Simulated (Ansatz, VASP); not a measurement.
## SiC in VASP and in Ansatz

```
Si C
1.0
    -3.09412    0.00000    0.00000
    -1.54706   -2.67959    0.00000
     0.00000    0.00000    9.97934
Si C
4 4
Cartesian
  -3.0941 -1.7864 0.9526
  -1.5471 -0.8932 6.0173
  -4.6412 -2.6796 8.5502
  -4.6412 -2.6796 3.4855
  -3.0941 -1.7864 9.1773
  -1.5471 -0.8932 4.1126
  0.0000 0.0000 6.6514
  0.0000 0.0000 1.5867
```

Alike in both runs: task single point; functional PBE; k mesh 10 × 10 × 3; occupations gaussian, width 0.05 eV; no spin polarisation.

```csv
,VASP,Ansatz
version,VASP 6.6.1,Ansatz 0.2.0
potentials or method,"VASP PAW PBE potentials, release 64 (Si, C), cutoff 520 eV","scalar-relativistic, plane waves, PAW"
valence electrons in the cell,32,32
```

|  | VASP | Ansatz | Ansatz less VASP |
| --- | --- | --- | --- |
| gap on the k mesh at the Fermi level (eV) | 2.17 | 2.17 | -0.002 |
| least direct gap on the mesh (eV) | 3.26 | 3.26 | -0.001 |
| pressure (GPa) | 4.0 | 4.1 | +0.05 |
| traceless stress, the component that is largest in VASP (GPa) | 7.75 | 7.73 | -0.023 |
| rms of the force components (eV/Å) | 0.845 | 0.848 | +0.0032 |

Atom by atom the forces differ by 0.004 eV/Å (rms over components).
